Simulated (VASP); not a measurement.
Wanted: the native input for a VASP 6.6.1 run.

* Task: single point
* Functional: PBEsol
* Potentials or basis: VASP PAW PBE potentials, release 64 (In_d, Sb)
* Cutoff: 520 eV
* k mesh: 12 × 12 × 12
* Occupations: gaussian, width 0.15 eV
* Spin: no spin polarisation
* Dipole correction: no
* Further INCAR settings: ALGO = Normal; EDIFF = 1e-06; NBANDS = 16

The structure of InSb lies in POSCAR:

```
InSb
1.0
    0.0000000000      3.2391000000      3.2714910000
    3.2391000000      0.0000000000      3.2714910000
    3.2391000000      3.2391000000      0.0000000000
In Sb
1 1
Direct
    0.0000000000      0.0000000000      0.0000000000
    0.7500000000      0.7500000000      0.7500000000
```

This cell differs from its parent crystal: strain +0.0100 x Voigt [0, 0, 1, 0, 0, 0].

The input as run:

INCAR

```
  PREC = Accurate
  ENCUT = 520
  EDIFF = 1E-6
  ISMEAR = 0
  SIGMA = 0.15
  LREAL = F
  LASPH = T
  NELM = 100
  ALGO = Normal
  ISIF = 2
  LWAVE = F
  LCHARG = T
  GGA = PS
  LELF = T
  LVHAR = T
  NBANDS = 16
```

KPOINTS

```
Automatic mesh
0
Gamma
  12 12 12
```

Potentials or basis: VASP PAW PBE potentials, release 64 (In_d, Sb).

Command:

```console
$ cat potpaw_PBE.64/In_d/POTCAR potpaw_PBE.64/Sb/POTCAR > POTCAR
$ mpirun -np 1 vasp_std > vasp.out
```

It gave:

```json
{
  "Pressure": "0.4 GPa",
  "Band gap on the k mesh": "zero (filled and empty bands touch)"
}
```

Caveat: the cell differs from its parent crystal (strain +0.0100 x Voigt [0, 0, 1, 0, 0, 0]); semilocal functionals underestimate gaps, and a narrow one can read as zero; the PAW data sets were made with another functional, which shifts forces and pressure a little; spin-orbit coupling is left out, which moves the levels of the heavy elements.

Run time: 4.2 min on 1 thread of Intel Xeon 8259CL, with other jobs on the host, peak memory 0.34 GiB.
